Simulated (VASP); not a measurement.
# Mg (P6_3/mmc) in VASP: a series of runs

The runs below take Mg through single point, with PBE.

Program: VASP 6.6.1. These are calculated values, not measurements. Logs are shortened: lines on timing, memory, paths and dates and some standing lists are left out, and cuts for length are marked.

### Step 1. The cell of the first run

Symmetry: P6_3/mmc, No. 194, hexagonal system. Conventional cell: a = 3.195 Å, b = 3.195 Å, c = 5.188 Å, α = 90.00°, β = 90.00°, γ = 120.00°. Mg (site symmetry -6m2) has 12 Mg at 3.18 to 3.20 Å within 4.2 Å.

### Step 2. Single point, PBE

Contents of INCAR:

```
PREC = Accurate
ENCUT = 520
EDIFF = 1E-6
ISMEAR = -1
SIGMA = 0.1
LREAL = F
LASPH = T
NELM = 80
ALGO = Normal
ISIF = 2
LWAVE = F
LCHARG = F
GGA = PE
NBANDS = 9
```

Contents of KPOINTS:

```
regular mesh
0
Gamma
  2 2 1
```

Contents of POSCAR:

```
Mg
1.0
    3.1953117277      0.0000000000      0.0000000000
   -1.5976558638      2.7672211292      0.0000000000
    0.0000000000      0.0000000000      5.1879445283
Mg
2
Direct
    0.3333333333      0.6666666667      0.2500000000
    0.6666666667      0.3333333333      0.7500000000
```

Potentials or basis: VASP PAW PBE potentials, release 64 (Mg).

Command:

```bash
cat potpaw_PBE.64/Mg/POTCAR > POTCAR
mpirun -np 1 vasp_std > vasp.out
```

OUTCAR:

```text
PREC = Accurate
   ENCUT = 520
   EDIFF = 1E-6
   ISMEAR = -1
   LREAL = F
   LASPH = T
   NELM = 80
   ISIF = 2
   GGA = PE

 ion  position               nearest neighbor table
   1  0.333  0.667  0.250-   2 3.18   2 3.18   2 3.18   2 3.18   2 3.18   2 3.18
   2  0.667  0.333  0.750-   1 3.18   1 3.18   1 3.18   1 3.18   1 3.18   1 3.18

  LATTYP: Found a hexagonal cell.
 ALAT       =     3.1953117277
 C/A-ratio  =     1.6236113939

  Lattice vectors:

 A1 = (   3.1953117277,   0.0000000000,   0.0000000000)
 A2 = (  -1.5976558638,   2.7672211292,   0.0000000000)
 A3 = (   0.0000000000,   0.0000000000,   5.1879445283)

Analysis of symmetry for initial positions (statically):
=====================================================================
 Subroutine PRICEL returns:
 Original cell was already a primitive cell.

 Routine SETGRP: Setting up the symmetry group for a
 hexagonal supercell.

 Subroutine GETGRP returns: Found 24 space group operations
 (whereof 12 operations were pure point group operations)
 out of a pool of 24 trial point group operations.

The static configuration has the point symmetry D_3d.
 The point group associated with its full space group is D_6h.

Analysis of symmetry for dynamics (positions and initial velocities):
=====================================================================
 Subroutine PRICEL returns:
 Original cell was already a primitive cell.

 Routine SETGRP: Setting up the symmetry group for a
 hexagonal supercell.

 Subroutine GETGRP returns: Found 24 space group operations
 (whereof 12 operations were pure point group operations)
 out of a pool of 24 trial point group operations.

The dynamic configuration has the point symmetry D_3d.
 The point group associated with its full space group is D_6h.

 Subroutine INISYM returns: Found 24 space group operations
 (whereof 12 operations are pure point group operations),
 and found     1 'primitive' translations

----------------------------------------------------------------------------------------

                                     Primitive cell

  volume of cell :      45.8725

  direct lattice vectors                    reciprocal lattice vectors
     3.195311728  0.000000000  0.000000000     0.312958511  0.180686680  0.000000000
    -1.597655864  2.767221129  0.000000000     0.000000000  0.361373361  0.000000000
     0.000000000  0.000000000  5.187944528     0.000000000  0.000000000  0.192754567

  length of vectors
     3.195311728  3.195311728  5.187944528     0.361373361  0.361373361  0.192754567

  position of ions in fractional coordinates (direct lattice)
     0.333333333  0.666666667  0.250000000
     0.666666667  0.333333333  0.750000000

  ion indices of the primitive-cell ions
   primitive index   ion index
                 1           1
                 2           2

----------------------------------------------------------------------------------------

 KPOINTS: regular mesh

Automatic generation of k-mesh.
 Grid dimensions read from file:
 generate k-points for:    2    2    1

 Generating k-lattice:

  Cartesian coordinates                     Fractional coordinates (reciprocal lattice)
     0.156479255  0.090343340  0.000000000     0.500000000  0.000000000  0.000000000
     0.000000000  0.180686680  0.000000000     0.000000000  0.500000000  0.000000000
     0.000000000  0.000000000  0.192754567     0.000000000  0.000000000  1.000000000

  Length of vectors
     0.180686680  0.180686680  0.192754567

  Shift w.r.t. Gamma in fractional coordinates (k-lattice)
     0.000000000  0.000000000  0.000000000

 Subroutine IBZKPT returns following result:
 ===========================================

 Found      2 irreducible k-points:

 Following reciprocal coordinates:
            Coordinates               Weight
  0.000000  0.000000  0.000000      1.000000
  0.500000  0.000000  0.000000      3.000000
   k-points           NKPTS =      2   k-points in BZ     NKDIM =      2   number of bands    NBANDS=      9
   number of dos      NEDOS =    301   number of ions     NIONS =      2
   total plane-waves  NPLWV =  23040
   dimension x,y,z NGX =    24 NGY =   24 NGZ =   40
   dimension x,y,z NGXF=    48 NGYF=   48 NGZF=   80
   ions per type =               2
   NGX,Y,Z   is equivalent  to a cutoff of  12.49, 12.49, 12.82 a.u.
   NGXF,Y,Z  is equivalent  to a cutoff of  24.97, 24.97, 25.64 a.u.
 SYSTEM =  unknown system
   PREC   = accura    normal or accurate (medium, high low for compatibility)
   ISTART =      0    job   : 0-new  1-cont  2-samecut
   ICHARG =      2    charge: 1-file 2-atom 10-const
   ISPIN  =      1    spin polarized calculation?
   LNONCOLLINEAR =      F non collinear calculations
   LSORBIT =      F    spin-orbit coupling
   LASPH  =      T    aspherical Exc in radial PAW
   ENCUT  =  520.0 eV  38.22 Ry    6.18 a.u.   5.94  5.94  9.65*2*pi/ulx,y,z
   NELM   =     80;   NELMIN=  2; NELMDL= -5     # of ELM steps
   EDIFF  = 0.1E-05   stopping-criterion for ELM
   LREAL  =      F    real-space projection
   EDIFFG = 0.1E-04   stopping-criterion for IOM
   NSW    =      0    number of steps for IOM
   IBRION =     -1    ionic relax: 0-MD 1-quasi-New 2-CG
   NFREE  =      0    steps in history (QN), initial steepest desc. (CG)
   ISIF   =      2    stress and relaxation
   ISYM   =      2    0-nonsym 1-usesym 2-fastsym
   POTIM  = 0.5000    time-step for ionic-motion
   TEBEG  =    0.0;   TEEND  =   0.0 temperature during run
   PSTRESS=    0.0 pullay stress
   NELECT =       4.0000    total number of electrons
   NUPDOWN=      -1.0000    fix difference up-down
   EMIN   =  10.00;   EMAX   =-10.00  energy-range for DOS
   EFERMI =   0.00;   METHOD = LEGACY
   ISMEAR =    -1;   SIGMA  =   0.10  broadening in eV -4-tet -1-fermi 0-gaus
   EFERMI_NEDOS =   21; number of points for ismear=-14 and -15
   IALGO  =     38    algorithm
   IMIX   =      4    mixing-type and parameters
     AMIX     =   0.40;   BMIX     =  1.00
     AMIX_MAG =   1.60;   BMIX_MAG =  1.00
  volume/ion in A,a.u.               =      22.94       154.78
  Fermi-wavevector in a.u.,A,eV,Ry     =   0.725957  1.371859  7.170448  0.527013
  Thomas-Fermi vector in A             =   1.816809
   LORBIT       =      0    0 simple, 1 ext, 2 COOP (PROOUT), +10 PAW based schemes
   GGA     = PE    functional components
   LHFCALC =     F    Hartree Fock is set to
   AEXX    =    0.0000 exact exchange contribution
   IVDW    =     0    specifies the selected vdW correction
   LEPSILON=     F    determine dielectric tensor
   LRPA    =     F    only Hartree local field effects (RPA)
 non-spin polarized calculation
  energy-cutoff  :      520.00
  volume of cell :       45.87
 maximum number of plane-waves:      1244
 NGX is ok and might be reduce to    24
   NGX = 11   NGY = 11   NGZ = 19

 number of electron       4.0000000 magnetization

 Free energy of the ion-electron system (eV)
  ---------------------------------------------------
  ext. energy  EPLUGINS =         0.00000000
  ---------------------------------------------------
  free energy    TOTEN  =        -2.77058466 eV

  energy without entropy =       -2.73224013  energy(sigma->0) =       -2.75141240

 E-fermi :   1.1762     XC(G=0):  -8.4953

 val. band max:        0.9686058102   @ k =   0.0000   0.0000   0.0000
 cond. band min:       1.3770341172   @ k =   0.0000   0.0000   0.0000
 fundamental gap:      0.4084283070
 Fermi energy:         1.1762265252

 k-point     1 :       0.0000    0.0000    0.0000
  band No.  band energies     occupation
      1      -4.2975      2.00000
      2       0.9686      1.77714
      3       1.3770      0.23672
      4      13.5759      0.00000
      5      13.5759      0.00000
      6      13.6977      0.00000
      7      13.6977      0.00000
      8      14.4782      0.00000
      9      16.0801      0.00000

 k-point     2 :       0.5000    0.0000    0.0000
  band No.  band energies     occupation
      1       0.4917      1.99787
      2       0.5075      1.99751
      3       5.3192      0.00000
      4       5.6725      0.00000
      5       5.9031      0.00000
      6       6.3125      0.00000
      7       9.5199      0.00000
      8      10.9249      0.00000
      9      13.8839      0.00000

------------------------ aborting loop because EDIFF is reached ----------------------------------------

  FORCE on cell =-STRESS in cart. coord.  units (eV):
  Direction    XX          YY          ZZ          XY          YZ          ZX
  --------------------------------------------------------------------------------------
  -------------------------------------------------------------------------------------
  Total        3.1869605      3.1869605     -6.2589352      0.0000000      0.0000000     -0.0000000
  in kB      111.3101692    111.3101692   -218.6042576      0.0000000      0.0000000     -0.0000000
  external PRESSURE =       1.3386936 kB  Pullay stress =       0.0000000 kB

 VOLUME and BASIS-vectors are now :
 -----------------------------------------------------------------------------
  energy-cutoff  :      520.00
  volume of cell :       45.87
      direct lattice vectors                 reciprocal lattice vectors
     3.195311728  0.000000000  0.000000000     0.312958511  0.180686680  0.000000000
    -1.597655864  2.767221129  0.000000000     0.000000000  0.361373361  0.000000000
     0.000000000  0.000000000  5.187944528     0.000000000  0.000000000  0.192754567

 POSITION                                       TOTAL-FORCE (eV/Angst)
 -----------------------------------------------------------------------------------
     -0.00000      1.84481      1.29699        -0.000000      0.000000      0.000000
      1.59766      0.92241      3.89096         0.000000     -0.000000      0.000000
 -----------------------------------------------------------------------------------
    total drift:                                0.000000     -0.000000      0.000000

  FREE ENERGIE OF THE ION-ELECTRON SYSTEM (eV)
  ---------------------------------------------------
  free  energy   TOTEN  =        -2.7705846575 eV

  energy  without entropy=       -2.7322401347  energy(sigma->0) =       -2.75141240
```

It took 2.2 s on 1 thread of Intel Xeon 6975P-C, shared host; peak memory 0.15 GiB.

The run converged, but its numbers aren't listed here, since they failed a check.

Caveat: the k points lie up to 1.21 Å⁻¹ apart; the mesh shows a gap though the element is a metal.

### Step 3. Single point, PBE

Contents of INCAR:

```
PREC = Accurate ; ENCUT = 520
EDIFF = 1E-6 ; ISMEAR = -1
SIGMA = 0.1 ; LREAL = False
LASPH = True ; NELM = 100
ALGO = Normal ; ISIF = 2
LWAVE = False ; LCHARG = True
GGA = PE ; LELF = True
LVHAR = True ; NBANDS = 9
```

Contents of KPOINTS:

```
Automatic mesh
0
Gamma
  3 3 2
```

POSCAR is that of step 2.

Potentials or basis: VASP PAW PBE potentials, release 64 (Mg).

Command:

```bash
cat potpaw_PBE.64/Mg/POTCAR > POTCAR
mpirun -np 1 vasp_std > vasp.out
```

Wall time 3 s (1 thread of Intel Xeon 6975P-C, shared host); peak memory 0.15 GiB.

It converged, with:

```yaml
Free_energy: -2.3603 eV
Pressure: 0.6 GPa
Band_gap_on_the_k_mesh: zero (band 2 reaches 2.97 eV, above the bottom of band 3 at 1.39 eV)
```

Stress tensor (GPa, compression positive):
```
 1.30  0.00  0.00
 0.00  1.30  0.00
 0.00  0.00 -0.65
```

Levels at points of the mesh, in eV from the Fermi level:
```
           k point  band 1  band 2  band 3  band 4  band 5
(0.00, 0.00, 0.00)   -7.28   -2.01   -1.60   10.59   10.59
(0.00, 0.00, 0.50)   -5.88   -5.88    4.70    4.70   11.35
```

Caveat: the k points lie up to 0.76 Å⁻¹ apart.

### Step 4. Single point, PBE

Contents of INCAR:

```
SYSTEM = Mg
  PREC = Accurate
  ENCUT = 520
  EDIFF = 1E-7
  ISMEAR = -1
  SIGMA = 0.1
  LREAL = .False.
  LASPH = .True.
  NELM = 80
  ALGO = Normal
  ISIF = 2
  LWAVE = .False.
  LCHARG = .False.
  GGA = PE
  NBANDS = 9
```

Contents of KPOINTS:

```
Automatic mesh
0
Gamma
  4 4 2
  0 0 0
```

POSCAR is that of step 3.

Command:

```bash
cat potpaw_PBE.64/Mg/POTCAR > POTCAR
mpirun -np 1 vasp_std > vasp.out
```

It took 3.4 s on 1 thread of Intel Xeon 6975P-C, shared host; peak memory 0.15 GiB.

The run converged. Its results:

```yaml
Free_energy: -3.0536 eV
Pressure: -0.2 GPa
Band_gap_on_the_k_mesh: zero (band 2 reaches 3.63 eV, above the bottom of band 3 at 1.38 eV)
```

Stress tensor (GPa, compression positive):
```
-0.31  0.00  0.00
 0.00 -0.31  0.00
 0.00  0.00  0.14
```

Levels at points of the mesh, in eV from the Fermi level:
| k point | band 1 | band 2 | band 3 | band 4 | band 5 | band 6 |
| --- | --- | --- | --- | --- | --- | --- |
| (0.00, 0.00, 0.00) | -6.63 | -1.37 | -0.95 | 11.24 | 11.24 | 11.36 |
| (0.50, 0.00, 0.00) | -1.84 | -1.83 | 2.98 | 3.34 | 3.57 | 3.98 |
| (0.00, 0.00, 0.50) | -5.24 | -5.24 | 5.34 | 5.34 | 11.99 | 11.99 |
| (0.50, 0.00, 0.50) | -0.80 | -0.80 | -0.14 | -0.14 | 8.34 | 8.34 |

Caveat: the k points lie up to 0.61 Å⁻¹ apart.

### Step 5. Single point, PBE

Contents of INCAR:

```
PREC     = Accurate       # precision mode
ENCUT    = 520            # plane-wave cutoff, eV
EDIFF    = 1E-7           # SCF threshold, eV
ISMEAR   = -1             # smearing method
SIGMA    = 0.1            # smearing width, eV
LREAL    = False          # projectors in reciprocal space
LASPH    = True           # aspherical terms in the spheres
NELM     = 60             # most SCF steps
ALGO     = Normal         # electronic algorithm
ISIF     = 2              # what is computed and relaxed
LWAVE    = False          # write WAVECAR
LCHARG   = True           # write CHGCAR
GGA      = PE             # functional
LELF     = True           # ELF
LVHAR    = True         
NBANDS   = 9              # bands
```

Contents of KPOINTS:

```
regular mesh
0
Gamma
  6 6 3
```

POSCAR is that of step 4.

Command:

```bash
cat potpaw_PBE.64/Mg/POTCAR > POTCAR
mpirun -np 1 vasp_std > vasp.out
```

Wall time 4.8 s (1 thread of Intel Xeon 6975P-C, shared host); peak memory 0.15 GiB.

It converged, with:

| Property | Result |
| --- | --- |
| Free energy | -2.9395 eV |
| Pressure | 0.0 GPa |
| Band gap on the k mesh | zero (band 2 reaches 2.96 eV, above the bottom of band 3 at 1.39 eV) |

Stress tensor (GPa, compression positive):
```
-0.14  0.00  0.00
 0.00 -0.14  0.00
 0.00  0.00  0.27
```

Levels at points of the mesh, in eV from the Fermi level:
```
           k point  band 1  band 2  band 3  band 4  band 5  band 6
(0.00, 0.00, 0.00)   -6.92   -1.67   -1.23   10.96   10.96   11.08
(0.50, 0.00, 0.00)   -2.13   -2.12    2.68    3.04    3.30    3.71
```

Caveat: the k points lie up to 0.40 Å⁻¹ apart.

### Step 6. The runs side by side

```csv
k mesh,gap on the mesh (eV),pressure (GPa)
3 × 3 × 2,none,0.6
4 × 4 × 2,none,-0.2
6 × 6 × 3,none,0.0
```

Alike in all rows: task single point; level PBE; potentials or basis VASP PAW PBE potentials, release 64 (Mg); no spin polarisation; cell as given; cutoff (eV) 520; smearing fermi-dirac 0.1 eV.

Caveats: all runs use coarse meshes.

Total energies depend on the potentials used, so only differences within one code and one set of settings carry meaning.
